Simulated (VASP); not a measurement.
# Hf (P6_3/mmc) in VASP: further runs

Runs on Hf. Level: revPBE+D3(BJ). Tasks: single point, relaxation of cell and atoms.

Everything below comes from runs of VASP 6.6.1. Logs are shortened: lines on timing, memory, paths and dates and some standing lists are left out, and cuts for length are marked.

### 1 The cell of the first run

It takes space group P6_3/mmc (No. 194, hexagonal). Conventional cell: a = 3.165 Å, b = 3.165 Å, c = 5.013 Å, α = 90.00°, β = 90.00°, γ = 120.00°. Hf (site symmetry -6m2) has 12 Hf at 3.10 to 3.16 Å within 4.1 Å.

### 2 Single point, revPBE+D3(BJ)

Contents of INCAR:

```
PREC = Accurate
ENCUT = 520
EDIFF = 1E-6
ISMEAR = -1
SIGMA = 0.1
LREAL = False
LASPH = True
NELM = 100
ALGO = Normal
ISIF = 2
LWAVE = False
LCHARG = True
GGA = RE
IVDW = 12
LELF = True
LVHAR = True
NBANDS = 17
```

Contents of KPOINTS:

```
regular mesh
0
Gamma
  9 9 5
```

Contents of POSCAR:

```
Hf
1.0
    3.1647640275      0.0000000000      0.0000000000
   -1.5823820137      2.7407660448      0.0000000000
    0.0000000000      0.0000000000      5.0132870525
Hf
2
Direct
    0.3333333333      0.6666666667      0.2500000000
    0.6666666667      0.3333333333      0.7500000000
```

Potentials or basis: VASP PAW PBE potentials, release 64 (Hf_pv).

On the command line:

```sh
cat potpaw_PBE.64/Hf_pv/POTCAR > POTCAR
mpirun -np 1 vasp_std > vasp.out
```

OUTCAR:

```text
PREC = Accurate
   ENCUT = 520
   EDIFF = 1E-6
   ISMEAR = -1
   LREAL = False
   LASPH = True
   NELM = 100
   ISIF = 2
   GGA = RE
   IVDW = 12
 IVDW          = 12

 ion  position               nearest neighbor table
   1  0.333  0.667  0.250-   2 3.10   2 3.10   2 3.10   2 3.10   2 3.10   2 3.10
   2  0.667  0.333  0.750-   1 3.10   1 3.10   1 3.10   1 3.10   1 3.10   1 3.10

  LATTYP: Found a hexagonal cell.
 ALAT       =     3.1647640275
 C/A-ratio  =     1.5840950570

  Lattice vectors:

 A1 = (   3.1647640275,   0.0000000000,   0.0000000000)
 A2 = (  -1.5823820137,   2.7407660448,   0.0000000000)
 A3 = (   0.0000000000,   0.0000000000,   5.0132870525)

Analysis of symmetry for initial positions (statically):
=====================================================================
 Subroutine PRICEL returns:
 Original cell was already a primitive cell.

 Routine SETGRP: Setting up the symmetry group for a
 hexagonal supercell.

 Subroutine GETGRP returns: Found 24 space group operations
 (whereof 12 operations were pure point group operations)
 out of a pool of 24 trial point group operations.

The static configuration has the point symmetry D_3d.
 The point group associated with its full space group is D_6h.

Analysis of symmetry for dynamics (positions and initial velocities):
=====================================================================
 Subroutine PRICEL returns:
 Original cell was already a primitive cell.

 Routine SETGRP: Setting up the symmetry group for a
 hexagonal supercell.

 Subroutine GETGRP returns: Found 24 space group operations
 (whereof 12 operations were pure point group operations)
 out of a pool of 24 trial point group operations.

The dynamic configuration has the point symmetry D_3d.
 The point group associated with its full space group is D_6h.

 Subroutine INISYM returns: Found 24 space group operations
 (whereof 12 operations are pure point group operations),
 and found     1 'primitive' translations

----------------------------------------------------------------------------------------

                                     Primitive cell

  volume of cell :      43.4846

  direct lattice vectors                    reciprocal lattice vectors
     3.164764027  0.000000000  0.000000000     0.315979325  0.182430748  0.000000000
    -1.582382014  2.740766045  0.000000000     0.000000000  0.364861496  0.000000000
     0.000000000  0.000000000  5.013287052     0.000000000  0.000000000  0.199469927

  length of vectors
     3.164764027  3.164764027  5.013287052     0.364861496  0.364861496  0.199469927

  position of ions in fractional coordinates (direct lattice)
     0.333333333  0.666666667  0.250000000
     0.666666667  0.333333333  0.750000000

  ion indices of the primitive-cell ions
   primitive index   ion index
                 1           1
                 2           2

----------------------------------------------------------------------------------------

 KPOINTS: regular mesh

Automatic generation of k-mesh.
 Grid dimensions read from file:
 generate k-points for:    9    9    5

 Generating k-lattice:

  Cartesian coordinates                     Fractional coordinates (reciprocal lattice)
     0.035108814  0.020270083  0.000000000     0.111111111 -0.000000000  0.000000000
     0.000000000  0.040540166  0.000000000     0.000000000  0.111111111  0.000000000
     0.000000000  0.000000000  0.039893985     0.000000000  0.000000000  0.200000000

  Length of vectors
     0.040540166  0.040540166  0.039893985

  Shift w.r.t. Gamma in fractional coordinates (k-lattice)
     0.000000000  0.000000000  0.000000000

 Subroutine IBZKPT returns following result:
 ===========================================

 Found     36 irreducible k-points:

 Following reciprocal coordinates:
            Coordinates               Weight
  0.000000  0.000000  0.000000      1.000000
  0.111111  0.000000  0.000000      6.000000
  0.222222  0.000000  0.000000      6.000000
  0.333333  0.000000  0.000000      6.000000
  0.444444  0.000000  0.000000      6.000000
  0.111111  0.111111  0.000000      6.000000
[... 16 lines left out ...]
  0.333333  0.222222  0.200000     24.000000
  0.333333  0.333333  0.200000      4.000000
 [... further k-points ...]
   k-points           NKPTS =     36   k-points in BZ     NKDIM =     36   number of bands    NBANDS=     17
   number of dos      NEDOS =    301   number of ions     NIONS =      2
   total plane-waves  NPLWV =  23040
   dimension x,y,z NGX =    24 NGY =   24 NGZ =   40
   dimension x,y,z NGXF=    48 NGYF=   48 NGZF=   80
   ions per type =               2
   NGX,Y,Z   is equivalent  to a cutoff of  12.61, 12.61, 13.26 a.u.
   NGXF,Y,Z  is equivalent  to a cutoff of  25.21, 25.21, 26.53 a.u.
 SYSTEM =  unknown system
   PREC   = accura    normal or accurate (medium, high low for compatibility)
   ISTART =      0    job   : 0-new  1-cont  2-samecut
   ICHARG =      2    charge: 1-file 2-atom 10-const
   ISPIN  =      1    spin polarized calculation?
   LNONCOLLINEAR =      F non collinear calculations
   LSORBIT =      F    spin-orbit coupling
   LASPH  =      T    aspherical Exc in radial PAW
   ENCUT  =  520.0 eV  38.22 Ry    6.18 a.u.   5.88  5.88  9.32*2*pi/ulx,y,z
   NELM   =    100;   NELMIN=  2; NELMDL= -5     # of ELM steps
   EDIFF  = 0.1E-05   stopping-criterion for ELM
   LREAL  =      F    real-space projection
   EDIFFG = 0.1E-04   stopping-criterion for IOM
   NSW    =      0    number of steps for IOM
   IBRION =     -1    ionic relax: 0-MD 1-quasi-New 2-CG
   NFREE  =      0    steps in history (QN), initial steepest desc. (CG)
   ISIF   =      2    stress and relaxation
   ISYM   =      2    0-nonsym 1-usesym 2-fastsym
   POTIM  = 0.5000    time-step for ionic-motion
   TEBEG  =    0.0;   TEEND  =   0.0 temperature during run
   PSTRESS=    0.0 pullay stress
   NELECT =      20.0000    total number of electrons
   NUPDOWN=      -1.0000    fix difference up-down
   EMIN   =  10.00;   EMAX   =-10.00  energy-range for DOS
   EFERMI =   0.00;   METHOD = LEGACY
   ISMEAR =    -1;   SIGMA  =   0.10  broadening in eV -4-tet -1-fermi 0-gaus
   EFERMI_NEDOS =   21; number of points for ismear=-14 and -15
   IALGO  =     38    algorithm
   IMIX   =      4    mixing-type and parameters
     AMIX     =   0.40;   BMIX     =  1.00
     AMIX_MAG =   1.60;   BMIX_MAG =  1.00
  volume/ion in A,a.u.               =      21.74       146.72
  Fermi-wavevector in a.u.,A,eV,Ry     =   1.263687  2.388022 21.727211  1.596905
  Thomas-Fermi vector in A             =   2.397031
   LORBIT       =      0    0 simple, 1 ext, 2 COOP (PROOUT), +10 PAW based schemes
   GGA     = RE    functional components
   LHFCALC =     F    Hartree Fock is set to
   AEXX    =    0.0000 exact exchange contribution
   IVDW    =    12    specifies the selected vdW correction
   LEPSILON=     F    determine dielectric tensor
   LRPA    =     F    only Hartree local field effects (RPA)
 non-spin polarized calculation
  energy-cutoff  :      520.00
  volume of cell :       43.48
 maximum number of plane-waves:      1186
 NGX is ok and might be reduce to    24
   NGX = 11   NGY = 11   NGZ = 19

 number of electron      19.9999997 magnetization

 Free energy of the ion-electron system (eV)
  ---------------------------------------------------
  ext. energy  EPLUGINS =         0.00000000
  ---------------------------------------------------
  free energy    TOTEN  =       -19.16272179 eV

  energy without entropy =      -19.11350837  energy(sigma->0) =      -19.13811508

 E-fermi :   5.1810     XC(G=0): -11.3681

 val. band max:        5.1551139814   @ k =   0.0000   0.0000   0.4000
 cond. band min:       5.2633560513   @ k =   0.3333   0.2222   0.4000
 fundamental gap:      0.1082420699
 Fermi energy:         5.1809526063

 k-point     1 :       0.0000    0.0000    0.0000
  band No.  band energies     occupation
      1     -25.8822      2.00000
      2     -25.0668      2.00000
      3     -25.0668      2.00000
      4     -24.9353      2.00000
      5     -24.9287      2.00000
      6     -24.9287      2.00000
[... 9 lines left out ...]
     16       7.9261      0.00000
     17      10.7029      0.00000

 k-point     2 :       0.1111    0.0000    0.0000
  band No.  band energies     occupation
      1     -25.8476      2.00000
      2     -25.1406      2.00000
      3     -25.0913      2.00000
      4     -25.0061      2.00000
      5     -24.9512      2.00000
      6     -24.9386      2.00000
[... 9 lines left out ...]
     16       7.5991      0.00000
     17      10.9807      0.00000

 k-point     3 :       0.2222    0.0000    0.0000
  band No.  band energies     occupation
      1     -25.7520      2.00000
      2     -25.3275      2.00000
      3     -25.1936      2.00000
      4     -25.1502      2.00000
      5     -24.9993      2.00000
      6     -24.9663      2.00000
[... 9 lines left out ...]
     16       8.5809      0.00000
     17      11.4420      0.00000

 k-point     4 :       0.3333    0.0000    0.0000
  band No.  band energies     occupation
      1     -25.6204      2.00000
      2     -25.5392      2.00000
      3     -25.3934      2.00000
      4     -25.2137      2.00000
      5     -25.0765      2.00000
      6     -25.0004      2.00000
[... 9 lines left out ...]
     16      10.0064      0.00000
     17      11.7495      0.00000
[... 343 lines left out ...]
      1     -25.6377      2.00000
      2     -25.5465      2.00000
      3     -25.3473      2.00000
      4     -25.3011      2.00000
      5     -25.1363      2.00000
      6     -25.0767      2.00000
[... 9 lines left out ...]
     16      10.7505      0.00000
     17      11.8875      0.00000

 k-point    23 :       0.3333    0.2222    0.2000
  band No.  band energies     occupation
      1     -25.6497      2.00000
      2     -25.5671      2.00000
      3     -25.4258      2.00000
      4     -25.2837      2.00000
      5     -25.2147      2.00000
      6     -25.1279      2.00000
[... 9 lines left out ...]
     16      11.4456      0.00000
     17      12.0587      0.00000

 k-point    24 :       0.3333    0.3333    0.2000
  band No.  band energies     occupation
      1     -25.5502      2.00000
      2     -25.5496      2.00000
      3     -25.5496      2.00000
      4     -25.3049      2.00000
      5     -25.1978      2.00000
      6     -25.1978      2.00000
[... 9 lines left out ...]
     16      10.6754      0.00000
     17      11.6109      0.00000

 [... further k-points ...]

------------------------ aborting loop because EDIFF is reached ----------------------------------------

 Edisp (eV)   -1.62099

 E8    (eV) :    -1.2366

  FORCE on cell =-STRESS in cart. coord.  units (eV):
  Direction    XX          YY          ZZ          XY          YZ          ZX
  --------------------------------------------------------------------------------------
  -------------------------------------------------------------------------------------
  Total      -0.11952    -0.11952    -0.14895    -0.00000     0.00000     0.00000
  in kB      -4.40353    -4.40353    -5.48801    -0.00000     0.00000     0.00000
  external pressure =       -4.77 kB  Pullay stress =        0.00 kB

 VOLUME and BASIS-vectors are now :
 -----------------------------------------------------------------------------
  energy-cutoff  :      520.00
  volume of cell :       43.48
      direct lattice vectors                 reciprocal lattice vectors
     3.164764027  0.000000000  0.000000000     0.315979325  0.182430748  0.000000000
    -1.582382014  2.740766045  0.000000000     0.000000000  0.364861496  0.000000000
     0.000000000  0.000000000  5.013287052     0.000000000  0.000000000  0.199469927

 POSITION                                       TOTAL-FORCE (eV/Angst)
 -----------------------------------------------------------------------------------
     -0.00000      1.82718      1.25332         0.000000     -0.000000      0.000000
      1.58238      0.91359      3.75997        -0.000000      0.000000      0.000000
 -----------------------------------------------------------------------------------
    total drift:                               -0.000000      0.000000     -0.000000

  FREE ENERGIE OF THE ION-ELECTRON SYSTEM (eV)
  ---------------------------------------------------
  free  energy   TOTEN  =       -20.7837073827 eV

  energy  without entropy=      -20.7344939670  energy(sigma->0) =      -20.75910067
```

Wall time 15 s (1 thread of Intel Xeon Platinum 8488C (Sapphire Rapids), shared host); peak memory 0.17 GiB.

Results:

```
Free energy                : -20.7837 eV
Pressure                   : -0.5 GPa
Band gap on the k mesh     : zero (band 10 reaches 6.40 eV, above the bottom of band 11 at 4.84 eV)
Dispersion energy per atom : -0.810 eV
```

Stress tensor (GPa, compression positive):
```
-0.44  0.00  0.00
 0.00 -0.44  0.00
 0.00  0.00 -0.55
```

Levels at points of the mesh, in eV from the Fermi level:
```tsv
k point	band 8	band 9	band 10	band 11	band 12	band 13
(0.00, 0.00, 0.00)	-3.78	0.72	1.22	1.22	1.49	2.07
```

Caveat: the PAW data sets were made with another functional, which shifts forces and pressure a little; spin-orbit coupling is left out, which moves the levels of the heavy elements; pairwise dispersion overbinds metals, which lowers pressure and volume.

### 3 Relaxation of cell and atoms, revPBE+D3(BJ)

This run uses another cell than the first one, of 22.31 Å³/atom, 1.026 times its volume.

Contents of INCAR:

```
ALGO = Normal
EDIFF = 1E-6
EDIFFG = -0.03
ENCUT = 600
GGA = RE
IBRION = 2
ISIF = 3
ISMEAR = -1
IVDW = 12
LASPH = T
LCHARG = F
LREAL = F
LWAVE = F
NELM = 60
NSW = 80
PREC = Accurate
SIGMA = 0.1
```

Contents of KPOINTS:

```
k-points
0
Gamma
  9 9 5
```

Contents of POSCAR:

```
Hf
1.0
    3.1600000000      0.0000000000      0.0000000000
   -1.5800000000      2.7366402760      0.0000000000
    0.0000000000      0.0000000000      5.1602800000
Hf
2
Direct
    0.3333333333      0.6666666667      0.2500000000
    0.6666666667      0.3333333333      0.7500000000
```

Potentials or basis: VASP PAW PBE potentials, release 64 (Hf_pv).

On the command line:

```sh
cat potpaw_PBE.64/Hf_pv/POTCAR > POTCAR
mpirun -np 1 vasp_std > vasp.out
```

Run time: 33 s. Hardware: 1 thread of Intel Xeon 6975P-C (Granite Rapids), shared host; peak memory 0.2 GiB.

It converged, with:

```yaml
Free_energy: -20.7849 eV
Relaxed_volume: 21.64 Å³/atom
Relaxed_cell: a = 3.160 Å, b = 3.160 Å, c = 5.005 Å, α = 90.00°, β = 90.00°, γ = 120.00°
Space_group_after_relaxing_to_0.05_Å: P6_3/mmc (No. 194)
Energy_gained_by_relaxing: 13.1 meV/atom
Ionic_steps: 4
Pressure_after_relaxing: 0.1 GPa
Band_gap_on_the_k_mesh: zero (band 10 reaches 6.44 eV, above the bottom of band 11 at 4.87 eV)
Dispersion_energy_per_atom: -0.815 eV
```

The path:
```
step  energy change (eV)  largest force (eV/Å)  pressure (GPa)  volume (Å³)
   1              0.0000                0.0000           -3.24        44.62
   2             -0.0058                0.0000            4.35        41.76
   3             -0.0226                0.0000            0.60        43.05
   4             -0.0261                0.0000            0.10        43.27
```

Final structure:
```yaml
crystal:
  lattice:
    - [3.15964, 0.00000, 0.00000]
    - [-1.57982, 2.73633, 0.00000]
    - [0.00000, 0.00000, 5.00480]
  atoms:
    - { symbol: Hf, position: [0.33333, 0.66667, 0.25000] }
    - { symbol: Hf, position: [0.66667, 0.33333, 0.75000] }
```

Levels at points of the mesh, in eV from the Fermi level:
| k point | band 8 | band 9 | band 10 | band 11 | band 12 | band 13 |
| --- | --- | --- | --- | --- | --- | --- |
| (0.00, 0.00, 0.00) | -3.80 | 0.74 | 1.22 | 1.22 | 1.50 | 2.08 |

Caveat: the PAW data sets were made with another functional, which shifts forces and pressure a little; spin-orbit coupling is left out, which moves the levels of the heavy elements; pairwise dispersion overbinds metals, which lowers pressure and volume.

### 4 Relaxation of cell and atoms, revPBE+D3(BJ), target pressure 5 GPa, at which the enthalpy is minimised

This run uses another cell than the first one, of 22.31 Å³/atom, 1.026 times its volume.

Contents of INCAR:

```
SYSTEM = Hf
  PREC = Accurate
  ENCUT = 600
  EDIFF = 1E-6
  ISMEAR = -1
  SIGMA = 0.1
  LREAL = .FALSE.
  LASPH = .TRUE.
  NELM = 60
  ALGO = Normal
  ISIF = 3
  LWAVE = .FALSE.
  LCHARG = .FALSE.
  GGA = RE
  IVDW = 12
  IBRION = 2
  NSW = 80
  EDIFFG = -0.03
  PSTRESS = 50.0
```

Contents of KPOINTS:

```
Automatic mesh
0
G
  9 9 5
  0 0 0
```

POSCAR is that of step 3.

On the command line:

```sh
cat potpaw_PBE.64/Hf_pv/POTCAR > POTCAR
mpirun -np 1 vasp_std > vasp.out
```

Wall time 45 s (1 thread of Intel Xeon 6975P-C (Granite Rapids), shared host); peak memory 0.2 GiB.

It converged, with:

- Free energy: -20.7571 eV
- Relaxed volume: 20.75 Å³/atom
- Relaxed cell: a = 3.112 Å, b = 3.112 Å, c = 4.949 Å, α = 90.00°, β = 90.00°, γ = 120.00°
- Space group after relaxing (to 0.05 Å): P6_3/mmc (No. 194)
- Energy change on relaxing (the enthalpy is what falls): +0.8 meV/atom
- Ionic steps: 5
- Pressure after relaxing: 5.1 GPa
- Band gap on the k mesh: zero (band 10 reaches 6.75 eV, above the bottom of band 11 at 5.18 eV)
- Dispersion energy per atom: -0.850 eV

Stress tensor (GPa, compression positive):
```
5.19 0.00 0.00
0.00 5.19 0.00
0.00 0.00 4.96
```

Step by step:
```tsv
step	energy change (eV)	largest force (eV/Å)	pressure (GPa)	volume (Å³)
1	0.0000	0.0000	-3.24	44.62
2	0.2986	0.0000	20.30	37.60
3	0.0053	0.0000	5.02	41.50
4	0.0075	0.0000	5.25	41.43
5	0.0016	0.0000	5.11	41.51
```

Final structure:
```cif
data_structure
_symmetry_space_group_name_H-M 'P 1'
_symmetry_Int_Tables_number 1
_cell_length_a 3.1120
_cell_length_b 3.1120
_cell_length_c 4.9491
_cell_angle_alpha 90.000
_cell_angle_beta 90.000
_cell_angle_gamma 120.000
_cell_volume 41.51
loop_
_atom_site_label
_atom_site_type_symbol
_atom_site_fract_x
_atom_site_fract_y
_atom_site_fract_z
_atom_site_occupancy
Hf1 Hf 0.33333 0.66667 0.25000 1
Hf2 Hf 0.66667 0.33333 0.75000 1
```

Levels at points of the mesh, in eV from the Fermi level:
```tsv
k point	band 6	band 7	band 8	band 9	band 10	band 11	band 12	band 13	band 14
(0.00, 0.00, 0.00)	-29.94	-7.62	-3.94	0.87	1.24	1.24	1.48	2.13	2.13
```

Caveat: the cell is relaxed towards a set pressure, so the enthalpy falls and the energy may rise; the PAW data sets were made with another functional, which shifts forces and pressure a little; spin-orbit coupling is left out, which moves the levels of the heavy elements; pairwise dispersion overbinds metals, which lowers pressure and volume.

(Continued in part 2 of 2.)
